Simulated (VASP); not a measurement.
# Zr2Br (P6/mmm) in VASP: further runs

Runs on Zr2Br. Level: PBE. Tasks: single point, relaxation of cell and atoms.

Program: VASP 6.6.1. These are calculated values, not measurements. Logs are shortened: lines on timing, memory, paths and dates and some standing lists are left out, and cuts for length are marked.

### Step 1. The cell of the first run

Symmetry: P6/mmm, No. 191, hexagonal system. The conventional cell has a = 4.706 Å, b = 4.706 Å, c = 3.159 Å, α = 90.00°, β = 90.00°, γ = 120.00°. Zr (site symmetry -6m2) has 5 Zr at 2.72 to 3.16 Å and 6 Br at 3.14 Å within 3.6 Å. Within 4.1 Å of Br (site symmetry 6/mmm) lie 12 Zr at 3.14 Å and 2 Br at 3.16 Å.

The cell was generated, and may not be a known phase.

### Step 2. Single point, PBE

INCAR reads:

```
SYSTEM = Zr2Br
PREC = Accurate ; ENCUT = 520
EDIFF = 1E-6 ; ISMEAR = 0
SIGMA = 0.1 ; LREAL = .False.
LASPH = .True. ; NELM = 60
ALGO = Normal ; ISIF = 2
LWAVE = .False. ; LCHARG = .False.
GGA = PE ; NBANDS = 22
```

KPOINTS reads:

```
Automatic mesh
0
Gamma
  6 6 6
  0 0 0
```

POSCAR reads:

```
Zr2Br
1.0
    4.7063559800      0.0000000000      0.0000000000
   -2.3531779900      4.0758238300      0.0000000000
    0.0000000000      0.0000000000      3.1590535600
Zr Br
2 1
Direct
    0.3333333300      0.6666666700      0.5000000000
    0.6666666700      0.3333333300      0.5000000000
    0.0000000000      0.0000000000      0.0000000000
```

Potentials or basis: VASP PAW PBE potentials, release 64 (Zr_sv, Br).

The run is started by

```sh
$ cat potpaw_PBE.64/Zr_sv/POTCAR potpaw_PBE.64/Br/POTCAR > POTCAR
$ mpirun -np 1 vasp_std > vasp.out
```

OUTCAR:

```text
SYSTEM = Zr2Br
   PREC = Accurate
   ENCUT = 520
   EDIFF = 1E-6
   ISMEAR = 0
   LREAL = .False.
   LASPH = .True.
   NELM = 60
   ISIF = 2
   GGA = PE

 ion  position               nearest neighbor table
   1  0.333  0.667  0.500-   2 2.72   2 2.72   2 2.72   3 3.14   3 3.14   3 3.14   3 3.14   3 3.14
                             3 3.14
   2  0.667  0.333  0.500-   1 2.72   1 2.72   1 2.72   3 3.14   3 3.14   3 3.14   3 3.14   3 3.14
                             3 3.14
   3  0.000  0.000  0.000-   1 3.14   2 3.14   1 3.14   2 3.14   1 3.14   1 3.14   2 3.14   2 3.14
                             2 3.14   2 3.14   1 3.14   1 3.14

  LATTYP: Found a hexagonal cell.
 ALAT       =     4.7063559800
 C/A-ratio  =     0.6712313249

  Lattice vectors:

 A1 = (   4.7063559800,   0.0000000000,   0.0000000000)
 A2 = (  -2.3531779900,   4.0758238300,   0.0000000000)
 A3 = (   0.0000000000,   0.0000000000,   3.1590535600)

Analysis of symmetry for initial positions (statically):
=====================================================================
 Subroutine PRICEL returns:
 Original cell was already a primitive cell.

 Routine SETGRP: Setting up the symmetry group for a
 hexagonal supercell.

 Subroutine GETGRP returns: Found 24 space group operations
 (whereof 24 operations were pure point group operations)
 out of a pool of 24 trial point group operations.

The static configuration has the point symmetry D_6h.

Analysis of symmetry for dynamics (positions and initial velocities):
=====================================================================
 Subroutine PRICEL returns:
 Original cell was already a primitive cell.

 Routine SETGRP: Setting up the symmetry group for a
 hexagonal supercell.

 Subroutine GETGRP returns: Found 24 space group operations
 (whereof 24 operations were pure point group operations)
 out of a pool of 24 trial point group operations.

The dynamic configuration has the point symmetry D_6h.

 Subroutine INISYM returns: Found 24 space group operations
 (whereof 24 operations are pure point group operations),
 and found     1 'primitive' translations

----------------------------------------------------------------------------------------

                                     Primitive cell

  volume of cell :      60.5978

  direct lattice vectors                    reciprocal lattice vectors
     4.706355980  0.000000000  0.000000000     0.212478615  0.122674586  0.000000000
    -2.353177990  4.075823830  0.000000000     0.000000000  0.245349172  0.000000000
     0.000000000  0.000000000  3.159053560     0.000000000  0.000000000  0.316550505

  length of vectors
     4.706355980  4.706355973  3.159053560     0.245349171  0.245349172  0.316550505

  position of ions in fractional coordinates (direct lattice)
     0.333333330  0.666666670  0.500000000
     0.666666670  0.333333330  0.500000000
     0.000000000  0.000000000  0.000000000

  ion indices of the primitive-cell ions
   primitive index   ion index
                 1           1
                 2           2
                 3           3

----------------------------------------------------------------------------------------

 KPOINTS: Automatic mesh

Automatic generation of k-mesh.
 Grid dimensions read from file:
 generate k-points for:    6    6    6

 Generating k-lattice:

  Cartesian coordinates                     Fractional coordinates (reciprocal lattice)
     0.035413102  0.020445764  0.000000000     0.166666667 -0.000000000  0.000000000
     0.000000000  0.040891529  0.000000000     0.000000000  0.166666667  0.000000000
     0.000000000  0.000000000  0.052758418     0.000000000  0.000000000  0.166666667

  Length of vectors
     0.040891529  0.040891529  0.052758418

  Shift w.r.t. Gamma in fractional coordinates (k-lattice)
     0.000000000  0.000000000  0.000000000

 Subroutine IBZKPT returns following result:
 ===========================================

 Found     28 irreducible k-points:

 Following reciprocal coordinates:
            Coordinates               Weight
  0.000000  0.000000  0.000000      1.000000
  0.166667  0.000000  0.000000      6.000000
  0.333333  0.000000  0.000000      6.000000
  0.500000 -0.000000  0.000000      3.000000
  0.166667  0.166667  0.000000      6.000000
  0.333333  0.166667  0.000000     12.000000
[... 16 lines left out ...]
  0.166667  0.000000  0.500000      6.000000
  0.333333  0.000000  0.500000      6.000000
 [... further k-points ...]
   k-points           NKPTS =     28   k-points in BZ     NKDIM =     28   number of bands    NBANDS=     22
   number of dos      NEDOS =    301   number of ions     NIONS =      3
   total plane-waves  NPLWV =  31104
   dimension x,y,z NGX =    36 NGY =   36 NGZ =   24
   dimension x,y,z NGXF=    72 NGYF=   72 NGZF=   48
   ions per type =               2   1
   NGX,Y,Z   is equivalent  to a cutoff of  12.72, 12.72, 12.63 a.u.
   NGXF,Y,Z  is equivalent  to a cutoff of  25.43, 25.43, 25.26 a.u.
 SYSTEM =  Zr2Br
   PREC   = accura    normal or accurate (medium, high low for compatibility)
   ISTART =      0    job   : 0-new  1-cont  2-samecut
   ICHARG =      2    charge: 1-file 2-atom 10-const
   ISPIN  =      1    spin polarized calculation?
   LNONCOLLINEAR =      F non collinear calculations
   LSORBIT =      F    spin-orbit coupling
   LASPH  =      T    aspherical Exc in radial PAW
   ENCUT  =  520.0 eV  38.22 Ry    6.18 a.u.   8.75  8.75  5.87*2*pi/ulx,y,z
   NELM   =     60;   NELMIN=  2; NELMDL= -5     # of ELM steps
   EDIFF  = 0.1E-05   stopping-criterion for ELM
   LREAL  =      F    real-space projection
   EDIFFG = 0.1E-04   stopping-criterion for IOM
   NSW    =      0    number of steps for IOM
   IBRION =     -1    ionic relax: 0-MD 1-quasi-New 2-CG
   NFREE  =      0    steps in history (QN), initial steepest desc. (CG)
   ISIF   =      2    stress and relaxation
   ISYM   =      2    0-nonsym 1-usesym 2-fastsym
   POTIM  = 0.5000    time-step for ionic-motion
   TEBEG  =    0.0;   TEEND  =   0.0 temperature during run
   PSTRESS=    0.0 pullay stress
   NELECT =      31.0000    total number of electrons
   NUPDOWN=      -1.0000    fix difference up-down
   EMIN   =  10.00;   EMAX   =-10.00  energy-range for DOS
   EFERMI =   0.00;   METHOD = LEGACY
   ISMEAR =     0;   SIGMA  =   0.10  broadening in eV -4-tet -1-fermi 0-gaus
   EFERMI_NEDOS =   21; number of points for ismear=-14 and -15
   IALGO  =     38    algorithm
   IMIX   =      4    mixing-type and parameters
     AMIX     =   0.40;   BMIX     =  1.00
     AMIX_MAG =   1.60;   BMIX_MAG =  1.00
  volume/ion in A,a.u.               =      20.20       136.31
  Fermi-wavevector in a.u.,A,eV,Ry     =   1.309312  2.474240 23.324424  1.714297
  Thomas-Fermi vector in A             =   2.439919
   LORBIT       =      0    0 simple, 1 ext, 2 COOP (PROOUT), +10 PAW based schemes
   GGA     = PE    functional components
   LHFCALC =     F    Hartree Fock is set to
   AEXX    =    0.0000 exact exchange contribution
   IVDW    =     0    specifies the selected vdW correction
   LEPSILON=     F    determine dielectric tensor
   LRPA    =     F    only Hartree local field effects (RPA)
 non-spin polarized calculation
 Gauss-broadening in eV      SIGMA  =   0.10
  energy-cutoff  :      520.00
  volume of cell :       60.60
 maximum number of plane-waves:      1656
 NGX is ok and might be reduce to    36
   NGX = 17   NGY = 17   NGZ = 11

 number of electron      31.0000001 magnetization

 Free energy of the ion-electron system (eV)
  ---------------------------------------------------
  ext. energy  EPLUGINS =         0.00000000
  ---------------------------------------------------
  free energy    TOTEN  =       -16.60203735 eV

  energy without entropy =      -16.58366429  energy(sigma->0) =      -16.59285082

 E-fermi :   9.6802     XC(G=0): -11.3449

 val. band max:        9.6362660144   @ k =   0.3333   0.3333   0.1667
 cond. band min:       9.7038090836   @ k =   0.1667   0.0000   0.1667
 fundamental gap:      0.0675430692
 Fermi energy:         9.6801519978

 k-point     1 :       0.0000    0.0000    0.0000
  band No.  band energies     occupation
      1     -39.0426      2.00000
      2     -38.6044      2.00000
      3     -17.6881      2.00000
      4     -17.6881      2.00000
      5     -16.8001      2.00000
      6     -16.4493      2.00000
[... 14 lines left out ...]
     21      12.8588      0.00000
     22      13.7095      0.00000

 k-point     2 :       0.1667    0.0000    0.0000
  band No.  band energies     occupation
      1     -39.0176      2.00000
      2     -38.6312      2.00000
      3     -17.7232      2.00000
      4     -17.6307      2.00000
      5     -16.7796      2.00000
      6     -16.4704      2.00000
[... 14 lines left out ...]
     21      13.0466      0.00000
     22      13.9831      0.00000

 k-point     3 :       0.3333    0.0000    0.0000
  band No.  band energies     occupation
      1     -38.9527      2.00000
      2     -38.6998      2.00000
      3     -17.7876      2.00000
      4     -17.4998      2.00000
      5     -16.7267      2.00000
      6     -16.5949      2.00000
[... 14 lines left out ...]
     21      12.7454      0.00000
     22      13.9214      0.00000

 k-point     4 :       0.5000   -0.0000    0.0000
  band No.  band energies     occupation
      1     -38.9001      2.00000
      2     -38.7542      2.00000
      3     -17.8174      2.00000
      4     -17.4209      2.00000
      5     -16.6841      2.00000
      6     -16.6806      2.00000
[... 14 lines left out ...]
     21      12.5549      0.00000
     22      13.2259      0.00000

 k-point     5 :       0.1667    0.1667    0.0000
  band No.  band energies     occupation
      1     -38.9718      2.00000
      2     -38.6798      2.00000
      3     -17.7902      2.00000
      4     -17.5084      2.00000
      5     -16.7422      2.00000
      6     -16.5776      2.00000
[... 417 lines left out ...]
 k-point    22 :       0.0000    0.0000    0.5000
  band No.  band energies     occupation
      1     -38.9824      2.00000
      2     -38.5511      2.00000
      3     -17.6052      2.00000
      4     -17.6052      2.00000
      5     -17.4630      2.00000
      6     -16.9849      2.00000
[... 14 lines left out ...]
     21      13.6796      0.00000
     22      13.6796      0.00000

 k-point    23 :       0.1667    0.0000    0.5000
  band No.  band energies     occupation
      1     -38.9578      2.00000
      2     -38.5775      2.00000
      3     -17.6373      2.00000
      4     -17.5461      2.00000
      5     -17.4335      2.00000
      6     -17.0128      2.00000
[... 14 lines left out ...]
     21      13.4539      0.00000
     22      14.2281      0.00000

 k-point    24 :       0.3333    0.0000    0.5000
  band No.  band energies     occupation
      1     -38.8939      2.00000
      2     -38.6450      2.00000
      3     -17.6965      2.00000
      4     -17.4062      2.00000
      5     -17.3580      2.00000
      6     -17.0848      2.00000
[... 14 lines left out ...]
     21      14.3268      0.00000
     22      14.8813      0.00000

 [... further k-points ...]
[... 5 lines left out ...]
  --------------------------------------------------------------------------------------
  -------------------------------------------------------------------------------------
  Total        4.5289237      4.5289237      0.3432196      0.0000000      0.0000000      0.0000000
  in kB      119.7425275    119.7425270      9.0745589      0.0000000      0.0000000      0.0000000
  external PRESSURE =      82.8532045 kB  Pullay stress =       0.0000000 kB

 VOLUME and BASIS-vectors are now :
 -----------------------------------------------------------------------------
  energy-cutoff  :      520.00
  volume of cell :       60.60
      direct lattice vectors                 reciprocal lattice vectors
     4.706355980  0.000000000  0.000000000     0.212478615  0.122674586  0.000000000
    -2.353177990  4.075823830  0.000000000     0.000000000  0.245349172  0.000000000
     0.000000000  0.000000000  3.159053560     0.000000000  0.000000000  0.316550505

 POSITION                                       TOTAL-FORCE (eV/Angst)
 -----------------------------------------------------------------------------------
     -0.00000      2.71722      1.57953        -0.000000      0.000000      0.000000
      2.35318      1.35861      1.57953         0.000000      0.000000      0.000000
      0.00000      0.00000      0.00000         0.000000      0.000000      0.000000
 -----------------------------------------------------------------------------------
    total drift:                               -0.000000      0.000000      0.000000

  FREE ENERGIE OF THE ION-ELECTRON SYSTEM (eV)
  ---------------------------------------------------
  free  energy   TOTEN  =       -16.6020373474 eV

  energy  without entropy=      -16.5836642945  energy(sigma->0) =      -16.59285082
```

It took 53 s on 1 thread of Intel Xeon 8259CL, shared host; peak memory 0.19 GiB.

Results:

```yaml
Free_energy: -16.6020 eV
Pressure: 8.3 GPa
Band_gap_on_the_k_mesh: zero (an odd number of electrons rules out a gap without spin polarisation)
```

Caveat: the stress differs along the axes, from 1 to 12 GPa; an odd number of electrons without spin polarisation forces a metal; a magnetic or distorted state may lie lower.

### Step 3. Single point, PBE

This run uses another cell than the first one, of 23.23 Å³/atom.

INCAR reads:

```
SYSTEM = Zr2Br
  ALGO = Normal
  EDIFF = 1E-6
  ENCUT = 520
  GGA = PE
  ISIF = 2
  ISMEAR = 0
  LASPH = .TRUE.
  LCHARG = .FALSE.
  LREAL = .FALSE.
  LWAVE = .FALSE.
  NBANDS = 22
  NELM = 60
  PREC = Accurate
  SIGMA = 0.1
```

KPOINTS reads:

```
k-points
0
G
  6 6 6
  0 0 0
```

POSCAR reads:

```
Zr2Br
1.0
    5.0749711628      0.0000000000      0.0000000000
   -2.5374855814      4.3950539505      0.0000000000
    0.0000000000      0.0000000000      3.1245998606
Zr Br
2 1
Direct
    0.3333333333      0.6666666667      0.5000000000
    0.6666666667      0.3333333333      0.5000000000
    0.0000000000      0.0000000000      0.0000000000
```

Potentials or basis: VASP PAW PBE potentials, release 64 (Zr_sv, Br).

The run is started by

```sh
$ cat potpaw_PBE.64/Zr_sv/POTCAR potpaw_PBE.64/Br/POTCAR > POTCAR
$ mpirun -np 1 vasp_std > vasp.out
```

OUTCAR:

```text
SYSTEM = Zr2Br
   EDIFF = 1E-6
   ENCUT = 520
   GGA = PE
   ISIF = 2
   ISMEAR = 0
   LASPH = .TRUE.
   LREAL = .FALSE.
   NELM = 60
   PREC = Accurate

 ion  position               nearest neighbor table
   1  0.333  0.667  0.500-   2 2.93   2 2.93   2 2.93   3 3.32   3 3.32   3 3.32   3 3.32   3 3.32
                             3 3.32
   2  0.667  0.333  0.500-   1 2.93   1 2.93   1 2.93   3 3.32   3 3.32   3 3.32   3 3.32   3 3.32
                             3 3.32
   3  0.000  0.000  0.000-   1 3.32   2 3.32   1 3.32   2 3.32   2 3.32   2 3.32   1 3.32   1 3.32
                             2 3.32   2 3.32   1 3.32   1 3.32
[... 793 lines left out ...]
     22      12.4444      0.00000

 [... further k-points ...]
[... 5 lines left out ...]
  --------------------------------------------------------------------------------------
  -------------------------------------------------------------------------------------
  Total        0.0147959      0.0147959      0.1196524      0.0000000      0.0000000      0.0000000
  in kB        0.3401414      0.3401414      2.7506783      0.0000000      0.0000000      0.0000000
  external PRESSURE =       1.1436537 kB  Pullay stress =       0.0000000 kB

 VOLUME and BASIS-vectors are now :
 -----------------------------------------------------------------------------
  energy-cutoff  :      520.00
  volume of cell :       69.69
      direct lattice vectors                 reciprocal lattice vectors
     5.074971163  0.000000000  0.000000000     0.197045455  0.113764246  0.000000000
    -2.537485581  4.395053951  0.000000000     0.000000000  0.227528493  0.000000000
     0.000000000  0.000000000  3.124599861     0.000000000  0.000000000  0.320040980

 POSITION                                       TOTAL-FORCE (eV/Angst)
 -----------------------------------------------------------------------------------
     -0.00000      2.93004      1.56230        -0.000000     -0.000000     -0.000000
      2.53749      1.46502      1.56230         0.000000     -0.000000      0.000000
      0.00000      0.00000      0.00000         0.000000      0.000000     -0.000000
 -----------------------------------------------------------------------------------
    total drift:                                0.000000      0.000000      0.000000

  FREE ENERGIE OF THE ION-ELECTRON SYSTEM (eV)
  ---------------------------------------------------
  free  energy   TOTEN  =       -16.9257511953 eV

  energy  without entropy=      -16.8959827706  energy(sigma->0) =      -16.91086698
```

OSZICAR:

```text
N       E                     dE             d eps       ncg     rms          rms(c)
DAV:   1     0.264389476784E+03    0.26439E+03   -0.15842E+04  1240   0.133E+03
DAV:   2     0.306089852431E+01   -0.26133E+03   -0.25266E+03  1442   0.370E+02
DAV:   3    -0.164362298793E+02   -0.19497E+02   -0.18590E+02  2298   0.750E+01
DAV:   4    -0.171868304389E+02   -0.75060E+00   -0.73817E+00  1570   0.146E+01
DAV:   5    -0.172107001907E+02   -0.23870E-01   -0.23841E-01  1932   0.201E+00    0.162E+01
DAV:   6    -0.169521681811E+02    0.25853E+00   -0.47746E-01  1354   0.468E+00    0.830E+00
DAV:   7    -0.169244382190E+02    0.27730E-01   -0.35865E-01  1904   0.368E+00    0.201E+00
DAV:   8    -0.169259321779E+02   -0.14940E-02   -0.28608E-02  1672   0.124E+00    0.265E-01
DAV:   9    -0.169257311474E+02    0.20103E-03   -0.10635E-03  1670   0.205E-01    0.664E-02
DAV:  10    -0.169257594842E+02   -0.28337E-04   -0.98885E-05  1696   0.827E-02    0.467E-02
DAV:  11    -0.169257515898E+02    0.78944E-05   -0.95803E-06  1624   0.239E-02    0.933E-03
DAV:  12    -0.169257511953E+02    0.39447E-06   -0.11827E-06  1012   0.927E-03
   1 F= -.16925751E+02 E0= -.16910867E+02  d E =-.297684E-01
```

It took 68 s on 1 thread of Intel Xeon 8259CL, shared host; peak memory 0.2 GiB.

Results:

| Quantity | Value |
| --- | --- |
| Free energy | -16.9258 eV |
| Pressure | 0.1 GPa |
| Band gap on the k mesh | zero (an odd number of electrons rules out a gap without spin polarisation) |

Caveat: an odd number of electrons without spin polarisation forces a metal; a magnetic or distorted state may lie lower.

[end of part 1 of 2]

The gap in the log of VASP goes by the Fermi energy; the results here count the filled bands.